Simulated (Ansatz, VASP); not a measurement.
## Two plane-wave programs on Mo

```
Mo
1.0
     3.56363    0.00000    0.00000
    -1.78182    3.08619    0.00000
     0.00000    0.00000    5.87999
Mo
4
Direct
  0.33333 0.66667 0.43750
  0.66667 0.33333 0.93750
  0.66667 0.33333 0.56250
  0.33333 0.66667 0.06250
```

Alike in both runs: task relaxation of cell and atoms; functional PBE; k mesh 6 × 6 × 4; occupations gaussian, width 0.1 eV; no spin polarisation.

|  | VASP | Ansatz |
| --- | --- | --- |
| version | VASP 6.6.1 | Ansatz 0.2.0 |
| potentials or method | VASP PAW PBE potentials, release 64 (Mo_sv), cutoff 600 eV | scalar-relativistic, plane waves, PAW |
| valence electrons in the cell | 56 | 56 |

|  | VASP | Ansatz | Ansatz less VASP |
| --- | --- | --- | --- |
| gap on the k mesh at the Fermi level, each at its own relaxed structure (eV) | none | none | - |
| relaxed volume (Å³/atom) | 16.56 | 16.49 | -0.064 |
| relaxed cell length with the largest relative difference (Å) | 9.121 | 9.190 | +0.0692 |

A gap of «none» marks a metal or a gap that the smearing closes.
